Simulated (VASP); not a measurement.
# Ru5N in VASP: further runs

Ru5N is run at these levels: PBE; tasks: single point.

All numbers are computed with VASP 6.6.1; they aren't measurements. Logs are shortened: lines on timing, memory, paths and dates and some standing lists are left out, and cuts for length are marked.

## (1) The cell of the first run

The cell holds a slab with vacuum, 6 atoms: a = 2.720 Å, b = 2.720 Å, c = 24.036 Å, α = 90.00°, β = 90.00°, γ = 120.00°.

## (2) Single point, PBE

Input file INCAR:

```
PREC     = Accurate       # precision mode
ENCUT    = 520            # plane-wave cutoff, eV
EDIFF    = 1E-6           # SCF threshold, eV
ISMEAR   = 0              # smearing method
SIGMA    = 0.1            # smearing width, eV
LREAL    = F              # projectors in reciprocal space
LASPH    = T              # aspherical terms in the spheres
NELM     = 100            # most SCF steps
ALGO     = Normal         # electronic algorithm
ISIF     = 2              # what is computed and relaxed
LWAVE    = F              # write WAVECAR
LCHARG   = F              # write CHGCAR
LDIPOL   = T            
IDIPOL   = 3            
DIPOL    = 0.5 0.5 0.383
GGA      = PE             # functional
NBANDS   = 46             # bands
```

Input file KPOINTS:

```
regular mesh
0
Gamma
  12 12 1
```

Input file POSCAR:

```
Ru5N
1.0
    2.7197977465      0.0000000000      0.0000000000
   -1.3598988732      2.3554139416      0.0000000000
    0.0000000000      0.0000000000     24.0359895925
Ru N
5 1
Direct
    0.6666666667      0.3333333333      0.1664171132
    0.3333333333      0.6666666667      0.2557968275
    0.6666666667      0.3333333333      0.3452060919
    0.3333333333      0.6666666667      0.4352311869
    0.6666666667      0.3333333333      0.5215507997
    0.6666666667      0.8333333334      0.5760797734
```

Potentials or basis: VASP PAW PBE potentials, release 64 (Ru_pv, N).

Started as:

```
$ cat potpaw_PBE.64/Ru_pv/POTCAR potpaw_PBE.64/N/POTCAR > POTCAR
$ mpirun -np 1 vasp_std > vasp.out
```

OUTCAR:

```text
PREC = Accurate
   ENCUT = 520
   EDIFF = 1E-6
   ISMEAR = 0
   LREAL = F
   LASPH = T
   NELM = 100
   ISIF = 2
   GGA = PE

 ion  position               nearest neighbor table
   1  0.667  0.333  0.166-   2 2.66   2 2.66   2 2.66
   2  0.333  0.667  0.256-   1 2.66   1 2.66   1 2.66   3 2.66   3 2.66   3 2.66
   3  0.667  0.333  0.345-   2 2.66   2 2.66   2 2.66   4 2.67   4 2.67   4 2.67
   4  0.333  0.667  0.435-   5 2.60   5 2.60   5 2.60   3 2.67   3 2.67   3 2.67
   5  0.667  0.333  0.522-   6 1.89   6 1.89   4 2.60   4 2.60   4 2.60
   6  0.667  0.833  0.576-   5 1.89   5 1.89

  LATTYP: Found a hexagonal cell.
 ALAT       =     2.7197977465
 C/A-ratio  =     8.8374180115

  Lattice vectors:

 A1 = (   2.7197977465,   0.0000000000,   0.0000000000)
 A2 = (  -1.3598988732,   2.3554139416,   0.0000000000)
 A3 = (   0.0000000000,   0.0000000000,  24.0359895925)

Analysis of symmetry for initial positions (statically):
=====================================================================
 Subroutine PRICEL returns:
 Original cell was already a primitive cell.

 Routine SETGRP: Setting up the symmetry group for a
 hexagonal supercell.

 Subroutine GETGRP returns: Found  2 space group operations
 (whereof  2 operations were pure point group operations)
 out of a pool of 24 trial point group operations.

The static configuration has the point symmetry C_1h.

Analysis of symmetry for dynamics (positions and initial velocities):
=====================================================================
 Subroutine PRICEL returns:
 Original cell was already a primitive cell.

 Routine SETGRP: Setting up the symmetry group for a
 hexagonal supercell.

 Subroutine GETGRP returns: Found  2 space group operations
 (whereof  2 operations were pure point group operations)
 out of a pool of 24 trial point group operations.

The dynamic configuration has the point symmetry C_1h.

 Subroutine INISYM returns: Found  2 space group operations
 (whereof  2 operations are pure point group operations),
 and found     1 'primitive' translations

----------------------------------------------------------------------------------------

                                     Primitive cell

  volume of cell :     153.9805

  direct lattice vectors                    reciprocal lattice vectors
     2.719797746  0.000000000  0.000000000     0.367674398  0.212276913  0.000000000
    -1.359898873  2.355413942  0.000000000     0.000000000  0.424553826  0.000000000
     0.000000000  0.000000000 24.035989592     0.000000000  0.000000000  0.041604278

  length of vectors
     2.719797746  2.719797746 24.035989592     0.424553826  0.424553826  0.041604278

  position of ions in fractional coordinates (direct lattice)
     0.666666667  0.333333333  0.166417113
     0.333333333  0.666666667  0.255796827
     0.666666667  0.333333333  0.345206092
     0.333333333  0.666666667  0.435231187
     0.666666667  0.333333333  0.521550800
     0.666666667  0.833333333  0.576079773

  ion indices of the primitive-cell ions
   primitive index   ion index
                 1           1
                 2           2
                 3           3
                 4           4
                 5           5
                 6           6

----------------------------------------------------------------------------------------

 KPOINTS: regular mesh

Automatic generation of k-mesh.
 Grid dimensions read from file:
 generate k-points for:   12   12    1

 Generating k-lattice:

  Cartesian coordinates                     Fractional coordinates (reciprocal lattice)
     0.030639533  0.017689743  0.000000000     0.083333333 -0.000000000  0.000000000
     0.000000000  0.035379485  0.000000000     0.000000000  0.083333333  0.000000000
     0.000000000  0.000000000  0.041604278     0.000000000  0.000000000  1.000000000

  Length of vectors
     0.035379485  0.035379485  0.041604278

  Shift w.r.t. Gamma in fractional coordinates (k-lattice)
     0.000000000  0.000000000  0.000000000

 Subroutine IBZKPT returns following result:
 ===========================================

 Found     43 irreducible k-points:

 Following reciprocal coordinates:
            Coordinates               Weight
  0.000000  0.000000  0.000000      1.000000
  0.083333 -0.000000  0.000000      2.000000
  0.000000  0.083333  0.000000      4.000000
  0.166667  0.000000  0.000000      2.000000
  0.000000  0.166667  0.000000      4.000000
  0.250000 -0.000000  0.000000      2.000000
[... 16 lines left out ...]
 -0.083333  0.416667  0.000000      4.000000
 -0.416667  0.333333  0.000000      4.000000
 [... further k-points ...]
   k-points           NKPTS =     43   k-points in BZ     NKDIM =     43   number of bands    NBANDS=     46
   number of dos      NEDOS =    301   number of ions     NIONS =      6
   total plane-waves  NPLWV =  72000
   dimension x,y,z NGX =    20 NGY =   20 NGZ =  180
   dimension x,y,z NGXF=    40 NGYF=   40 NGZF=  360
   ions per type =               5   1
   NGX,Y,Z   is equivalent  to a cutoff of  12.22, 12.22, 12.45 a.u.
   NGXF,Y,Z  is equivalent  to a cutoff of  24.45, 24.45, 24.90 a.u.
 SYSTEM =  unknown system
   PREC   = accura    normal or accurate (medium, high low for compatibility)
   ISTART =      0    job   : 0-new  1-cont  2-samecut
   ICHARG =      2    charge: 1-file 2-atom 10-const
   ISPIN  =      1    spin polarized calculation?
   LNONCOLLINEAR =      F non collinear calculations
   LSORBIT =      F    spin-orbit coupling
   LASPH  =      T    aspherical Exc in radial PAW
   ENCUT  =  520.0 eV  38.22 Ry    6.18 a.u.   5.06  5.06 44.69*2*pi/ulx,y,z
   NELM   =    100;   NELMIN=  2; NELMDL= -5     # of ELM steps
   EDIFF  = 0.1E-05   stopping-criterion for ELM
   LREAL  =      F    real-space projection
   EDIFFG = 0.1E-04   stopping-criterion for IOM
   NSW    =      0    number of steps for IOM
   IBRION =     -1    ionic relax: 0-MD 1-quasi-New 2-CG
   NFREE  =      0    steps in history (QN), initial steepest desc. (CG)
   ISIF   =      2    stress and relaxation
   ISYM   =      2    0-nonsym 1-usesym 2-fastsym
   POTIM  = 0.5000    time-step for ionic-motion
   TEBEG  =    0.0;   TEEND  =   0.0 temperature during run
   PSTRESS=    0.0 pullay stress
   NELECT =      75.0000    total number of electrons
   NUPDOWN=      -1.0000    fix difference up-down
   EMIN   =  10.00;   EMAX   =-10.00  energy-range for DOS
   EFERMI =   0.00;   METHOD = LEGACY
   ISMEAR =     0;   SIGMA  =   0.10  broadening in eV -4-tet -1-fermi 0-gaus
   EFERMI_NEDOS =   21; number of points for ismear=-14 and -15
   IALGO  =     38    algorithm
   IMIX   =      4    mixing-type and parameters
     AMIX     =   0.40;   BMIX     =  1.00
     AMIX_MAG =   1.60;   BMIX_MAG =  1.00
  volume/ion in A,a.u.               =      25.66       173.19
  Fermi-wavevector in a.u.,A,eV,Ry     =   1.288071  2.434102 22.573809  1.659128
  Thomas-Fermi vector in A             =   2.420047
   LORBIT       =      0    0 simple, 1 ext, 2 COOP (PROOUT), +10 PAW based schemes
   GGA     = PE    functional components
   LHFCALC =     F    Hartree Fock is set to
   AEXX    =    0.0000 exact exchange contribution
   IVDW    =     0    specifies the selected vdW correction
   LEPSILON=     F    determine dielectric tensor
   LRPA    =     F    only Hartree local field effects (RPA)
 non-spin polarized calculation
 Gauss-broadening in eV      SIGMA  =   0.10
  energy-cutoff  :      520.00
  volume of cell :      153.98
 maximum number of plane-waves:      4185
   NGX = 11   NGY = 11   NGZ = 89

 dipolmoment           0.000000      0.000000     -0.010483 electrons x Angstroem

 number of electron      75.0000016 magnetization

 dipolmoment           0.000000      0.000000      0.054326 electrons x Angstroem

 Free energy of the ion-electron system (eV)
  ---------------------------------------------------
  ext. energy  EPLUGINS =         0.00000000
  ---------------------------------------------------
  free energy    TOTEN  =       -50.76400823 eV

  energy without entropy =      -50.73794233  energy(sigma->0) =      -50.75097528

 E-fermi :   2.9810     XC(G=0):  -7.5140

 val. band max:        2.9720684068   @ k =   0.1667   0.0000   0.0000
 cond. band min:       2.9854514641   @ k =  -0.4167   0.2500   0.0000
 fundamental gap:      0.0133830573
 Fermi energy:         2.9810332449

 k-point     1 :       0.0000    0.0000    0.0000
  band No.  band energies     occupation
      1     -41.0823      2.00000
      2     -40.6915      2.00000
      3     -40.5446      2.00000
      4     -40.4517      2.00000
      5     -40.1663      2.00000
      6     -39.8389      2.00000
[... 38 lines left out ...]
     45       3.9188      0.00000
     46       4.0533      0.00000

 k-point     2 :       0.0833   -0.0000    0.0000
  band No.  band energies     occupation
      1     -41.0704      2.00000
      2     -40.7032      2.00000
      3     -40.5364      2.00000
      4     -40.4995      2.00000
      5     -40.1665      2.00000
      6     -39.8810      2.00000
[... 38 lines left out ...]
     45       3.9267      0.00000
     46       4.1248      0.00000

 k-point     3 :       0.0000    0.0833    0.0000
  band No.  band energies     occupation
      1     -41.0688      2.00000
      2     -40.7415      2.00000
      3     -40.5295      2.00000
      4     -40.4722      2.00000
      5     -40.1672      2.00000
      6     -39.8913      2.00000
[... 38 lines left out ...]
     45       4.0239      0.00000
     46       4.1400      0.00000

 k-point     4 :       0.1667    0.0000    0.0000
  band No.  band energies     occupation
      1     -41.0387      2.00000
      2     -40.7352      2.00000
      3     -40.6522      2.00000
      4     -40.4853      2.00000
      5     -40.1877      2.00000
      6     -40.0018      2.00000
[... 920 lines left out ...]
     45       5.2151      0.00000
     46       6.1921      0.00000

 k-point    23 :      -0.0833    0.4167    0.0000
  band No.  band energies     occupation
      1     -41.3518      2.00000
      2     -40.9232      2.00000
      3     -40.6629      2.00000
      4     -40.4999      2.00000
      5     -40.4237      2.00000
      6     -40.2785      2.00000
[... 38 lines left out ...]
     45       5.0730      0.00000
     46       5.5306      0.00000

 k-point    24 :      -0.4167    0.3333    0.0000
  band No.  band energies     occupation
      1     -41.3066      2.00000
      2     -40.9282      2.00000
      3     -40.6944      2.00000
      4     -40.4982      2.00000
      5     -40.4250      2.00000
      6     -40.2796      2.00000
[... 38 lines left out ...]
     45       5.0221      0.00000
     46       5.5871      0.00000

 [... further k-points ...]

------------------------ aborting loop because EDIFF is reached ----------------------------------------

 vacuum level on the upper side and lower side of the slab       (xc-potential included)         0.749        -0.751

  FORCE on cell =-STRESS in cart. coord.  units (eV):
  Direction    XX          YY          ZZ          XY          YZ          ZX
  --------------------------------------------------------------------------------------
  -------------------------------------------------------------------------------------
  Total        1.8976208      2.1844773      2.3197277     -0.2484250      0.3267644      0.5659725
  in kB       19.7448645     22.7296247     24.1369130     -2.5848782      3.4000045      5.8889795
  external PRESSURE =      22.2038007 kB  Pullay stress =       0.0000000 kB

 VOLUME and BASIS-vectors are now :
 -----------------------------------------------------------------------------
  energy-cutoff  :      520.00
  volume of cell :      153.98
      direct lattice vectors                 reciprocal lattice vectors
     2.719797746  0.000000000  0.000000000     0.367674398  0.212276913  0.000000000
    -1.359898873  2.355413942  0.000000000     0.000000000  0.424553826  0.000000000
     0.000000000  0.000000000 24.035989592     0.000000000  0.000000000  0.041604278

 POSITION                                       TOTAL-FORCE (eV/Angst)
 -----------------------------------------------------------------------------------
      1.35990      0.78514      4.00000         0.005179      0.002990      0.722118
     -0.00000      1.57028      6.14833        -0.004829     -0.002788     -0.494521
      1.35990      0.78514      8.29737        -0.026637     -0.015379     -0.297813
     -0.00000      1.57028     10.46121        -0.444126     -0.256416     -1.959116
      1.35990      0.78514     12.53599         0.817486      0.471976      1.972866
      0.67995      1.96284     13.84665        -0.347074     -0.200383      0.056467
 -----------------------------------------------------------------------------------
    total drift:                                0.000006      0.000004      0.000356

  FREE ENERGIE OF THE ION-ELECTRON SYSTEM (eV)
  ---------------------------------------------------
  free  energy   TOTEN  =       -50.7640082300 eV

  energy  without entropy=      -50.7379423271  energy(sigma->0) =      -50.75097528

 vacuum level on the upper side and lower side of the slab         9.613         8.080
```

It took 6.2 min on 1 thread of Intel Xeon 6975P-C (Granite Rapids), shared host; peak memory 0.39 GiB.

Results:

| Property | Result |
| --- | --- |
| Free energy | -50.7640 eV |
| Largest force | 2.187 eV/Å |
| Band gap on the k mesh | zero (an odd number of electrons rules out a gap without spin polarisation) |

Forces in eV/Å, atoms in the order of the input:
```
Ru   0.005  0.003  0.722
Ru  -0.005 -0.003 -0.495
Ru  -0.027 -0.015 -0.298
Ru  -0.444 -0.256 -1.959
Ru   0.817  0.472  1.973
N   -0.347 -0.200  0.056
```

## (3) Single point, PBE

Input file INCAR:

```
  PREC = Accurate
  ENCUT = 520
  EDIFF = 1E-6
  ISMEAR = 0
  SIGMA = 0.1
  LREAL = F
  LASPH = T
  NELM = 100
  ALGO = Normal
  ISIF = 2
  LWAVE = F
  LCHARG = F
  LDIPOL = T
  IDIPOL = 3
  DIPOL = 0.5 0.5 0.385
  GGA = PE
  NBANDS = 46
```

Input file KPOINTS:

```
Automatic mesh
0
Gamma
  12 12 1
```

Input file POSCAR:

```
Ru5N
1.0
    2.7197977465      0.0000000000      0.0000000000
   -1.3598988732      2.3554139416      0.0000000000
    0.0000000000      0.0000000000     24.0359895925
Ru N
5 1
Direct
    0.6666666666      0.3333333333      0.1664171132
    0.3333333334      0.6666666667      0.2557968275
    0.6666666666      0.3333333333      0.3452060919
    0.3333333334      0.6666666667      0.4352311869
    0.6666666666      0.3333333333      0.5215507997
    0.8333333333      0.6666666667      0.5845148819
```

Potentials or basis: VASP PAW PBE potentials, release 64 (Ru_pv, N).

Started as:

```
$ cat potpaw_PBE.64/Ru_pv/POTCAR potpaw_PBE.64/N/POTCAR > POTCAR
$ mpirun -np 1 vasp_std > vasp.out
```

OUTCAR:

```text
PREC = Accurate
   ENCUT = 520
   EDIFF = 1E-6
   ISMEAR = 0
   LREAL = F
   LASPH = T
   NELM = 100
   ISIF = 2
   GGA = PE

 ion  position               nearest neighbor table
   1  0.667  0.333  0.166-   2 2.66   2 2.66   2 2.66
   2  0.333  0.667  0.256-   1 2.66   1 2.66   1 2.66   3 2.66   3 2.66   3 2.66
   3  0.667  0.333  0.345-   2 2.66   2 2.66   2 2.66   4 2.67   4 2.67   4 2.67
   4  0.333  0.667  0.435-   5 2.60   5 2.60   5 2.60   3 2.67   3 2.67   3 2.67
   5  0.667  0.333  0.522-   6 1.70   6 2.57   6 2.57   4 2.60   4 2.60   4 2.60
   6  0.833  0.667  0.585-   5 1.70   5 2.57   5 2.57

[... 1389 lines left out ...]
  Total        1.2307110      3.0553279      1.6623246      0.0000000      1.7079349      0.0000000
  in kB       12.8056257     31.7908796     17.2965927      0.0000000     17.7711706      0.0000000
  external PRESSURE =      20.6310327 kB  Pullay stress =       0.0000000 kB

 VOLUME and BASIS-vectors are now :
 -----------------------------------------------------------------------------
  energy-cutoff  :      520.00
  volume of cell :      153.98
      direct lattice vectors                 reciprocal lattice vectors
     2.719797746  0.000000000  0.000000000     0.367674398  0.212276913  0.000000000
    -1.359898873  2.355413942  0.000000000     0.000000000  0.424553826  0.000000000
     0.000000000  0.000000000 24.035989592     0.000000000  0.000000000  0.041604278

 POSITION                                       TOTAL-FORCE (eV/Angst)
 -----------------------------------------------------------------------------------
      1.35990      0.78514      4.00000        -0.000000     -0.088873      0.780510
      0.00000      1.57028      6.14833         0.000000      0.068218     -0.566914
      1.35990      0.78514      8.29737         0.000000      0.025197     -0.239499
      0.00000      1.57028     10.46121        -0.000000     -0.465084     -1.617544
      1.35990      0.78514     12.53599         0.000000      0.114312      1.454586
      1.35990      1.57028     14.04939         0.000000      0.346231      0.188861
 -----------------------------------------------------------------------------------
    total drift:                                0.000001      0.000377      0.000301

  FREE ENERGIE OF THE ION-ELECTRON SYSTEM (eV)
  ---------------------------------------------------
  free  energy   TOTEN  =       -50.4980633857 eV

  energy  without entropy=      -50.4717903240  energy(sigma->0) =      -50.48492685

 vacuum level on the upper side and lower side of the slab         9.478         8.130
```

OSZICAR:

```text
N       E                     dE             d eps       ncg     rms          rms(c)
DAV:   1     0.844847766835E+03    0.84485E+03   -0.46866E+04  4628   0.160E+03
DAV:   2    -0.209692761602E+02   -0.86582E+03   -0.83870E+03  4280   0.487E+02
DAV:   3    -0.543298195761E+02   -0.33361E+02   -0.31923E+02  5320   0.908E+01
DAV:   4    -0.554303568871E+02   -0.11005E+01   -0.10683E+01  4642   0.138E+01
[... 44 lines left out ...]
DAV:  49    -0.504986031050E+02   -0.57289E-04   -0.22921E-06  3702   0.509E-03    0.814E-01
DAV:  50    -0.504986189612E+02   -0.15856E-04   -0.55761E-07  2622   0.315E-03    0.815E-01
DAV:  51    -0.504980593499E+02    0.55961E-03   -0.30683E-04  3912   0.620E-02    0.786E-01
DAV:  52    -0.504980626327E+02   -0.32829E-05   -0.20110E-05  4286   0.176E-02    0.785E-01
DAV:  53    -0.504980633857E+02   -0.75295E-06   -0.13915E-06  2848   0.515E-03
   1 F= -.50498063E+02 E0= -.50484927E+02  d E =-.262731E-01
```

Run time: 9.6 min. Hardware: 1 thread of Intel Xeon 6975P-C (Granite Rapids), shared host; peak memory 0.39 GiB.

What came out:

- Free energy: -50.4981 eV
- Largest force: 1.683 eV/Å
- Band gap on the k mesh: zero (an odd number of electrons rules out a gap without spin polarisation)

Forces in eV/Å, atoms in the order of the input:
```
Ru   0.000 -0.089  0.781
Ru   0.000  0.068 -0.567
Ru   0.000  0.025 -0.239
Ru   0.000 -0.465 -1.618
Ru   0.000  0.114  1.455
N    0.000  0.346  0.189
```
